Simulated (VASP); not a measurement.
**Hf6N7: single point with PBE**

System: Hf6N7, a slab with vacuum.

```
Hf N
1.0
     6.43155    0.00000    0.00000
     0.00000    6.43155    0.00000
     0.00000    0.00000   23.64779
Hf N
12 14
Cartesian
  1.6079 1.6079 8.0000
  1.6079 4.8237 8.0000
  4.8237 1.6079 8.0000
  4.8237 4.8237 8.0000
  3.2071 3.2071 10.2484
  3.2071 0.0088 10.2484
  0.0088 3.2071 10.2484
  0.0087 0.0087 10.2484
  4.8237 4.8237 12.3740
  4.8237 1.6079 12.3725
  1.6079 4.8237 12.3725
  1.6079 1.6079 12.4669
  3.2158 3.2158 8.0000
  3.2158 0.0000 8.0000
  0.0000 3.2158 8.0000
  0.0000 0.0000 8.0000
  4.8237 4.8237 10.1856
  4.8237 1.6079 10.1906
  1.6079 4.8237 10.1906
  1.6079 1.6079 10.1467
  -0.0139 -0.0139 12.5740
  -0.0139 3.2298 12.5740
  3.2298 -0.0139 12.5740
  3.2298 3.2298 12.5739
  1.6084 1.6084 14.7355
  1.6088 1.6088 15.8578
```

| Item | Value |
| --- | --- |
| Program | VASP 6.6.1 |
| Task | single point |
| Functional | PBE |
| Potentials or basis | VASP PAW PBE potentials, release 64 (Hf_pv, N) |
| Cutoff | 520 eV |
| k mesh | 3 × 3 × 1 |
| Occupations | gaussian, width 0.1 eV |
| Spin | no spin polarisation |
| Dipole correction | yes |
| Further INCAR settings | ALGO = Normal; EDIFF = 1e-06; NBANDS = 114; NELMDL = -8 |

* Largest force: 1.349 eV/Å
* Band gap on the k mesh: 0.17 eV (least direct gap 0.24 eV)

Forces on the atoms (eV/Å):
```
Hf   0.000  0.000  0.960
Hf   0.000  0.000  1.323
Hf   0.000  0.000  1.323
Hf   0.000  0.000  1.287
Hf   0.003  0.003 -0.018
Hf   0.002 -0.003 -0.019
Hf  -0.003  0.002 -0.019
Hf  -0.003 -0.003 -0.018
Hf   0.000  0.000 -0.066
Hf   0.000  0.000 -0.068
Hf   0.000  0.000 -0.068
Hf   0.000  0.000 -0.010
N    0.034  0.034 -1.068
N    0.034 -0.034 -1.068
N   -0.034  0.034 -1.068
N   -0.034 -0.034 -1.068
N    0.000  0.000  0.003
N    0.000  0.000  0.003
N    0.000  0.000  0.003
N    0.000  0.000 -0.001
N   -0.002 -0.002 -0.071
N   -0.002  0.002 -0.070
N    0.002 -0.002 -0.070
N    0.002  0.002 -0.070
N   -0.001 -0.001 -1.349
N    0.000  0.000  1.289
```

Levels at points of the mesh, in eV from the valence-band top:
```tsv
k point	band 93	band 94	band 95	band 96	band 97	band 98
(0.00, 0.00, 0.00)	-2.11	-0.71	-0.19	0.17	0.17	0.54
```

Run time: 30 min on 1 thread of Intel(R) Xeon(R) Platinum 8259CL CPU @ 2.50GHz (Skylake/Cascade Lake), with other jobs on the host, peak memory 0.96 GiB.

Caveat: the standard files for N, O and F lose accuracy on very short bonds; spin-orbit coupling is left out, which moves the levels of the heavy elements.
